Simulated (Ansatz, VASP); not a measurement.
# Mo5Rh in VASP and in Ansatz

```
CELL_PARAMETERS angstrom
4.43948 0.00000 0.00000
-2.21974 3.84470 0.00000
0.00000 0.00000 5.54844
ATOMIC_POSITIONS crystal
Mo 0.33333 0.66667 0.23831
Mo 0.33333 0.66667 0.76169
Mo 0.66667 0.33333 0.76169
Mo 0.66667 0.33333 0.23831
Mo 0.00000 0.00000 0.00000
Rh 0.00000 0.00000 0.50000
```

Alike in both runs: functional PBE; k mesh 4 × 4 × 2; occupations gaussian, width 0.2 eV; no spin polarisation.

Ansatz relaxed the structure, and its values are those at the end. VASP's run is a single point on that final structure, the one shown.

```csv
,VASP,Ansatz
version,VASP 6.6.1,Ansatz 0.2.0
potentials or method,"VASP PAW PBE potentials, release 64 (Mo_sv, Rh_pv), cutoff 500 eV","scalar-relativistic, plane waves, PAW"
valence electrons in the cell,85,87
```

```tsv
	VASP	Ansatz	Ansatz less VASP
gap on the k mesh at the Fermi level (eV)	none	none	-
pressure (GPa)	0.7	0.2	-0.48
rms of the force components (eV/Å)	0.009	0.004	-0.0053
```

A gap of «none» marks a metal or a gap that the smearing closes. VASP's potentials hold 85 valence electrons a cell and Ansatz's 87, so a difference there can come from the potentials and not from the codes.

The k mesh is coarse, so the values compare programs but aren't converged.
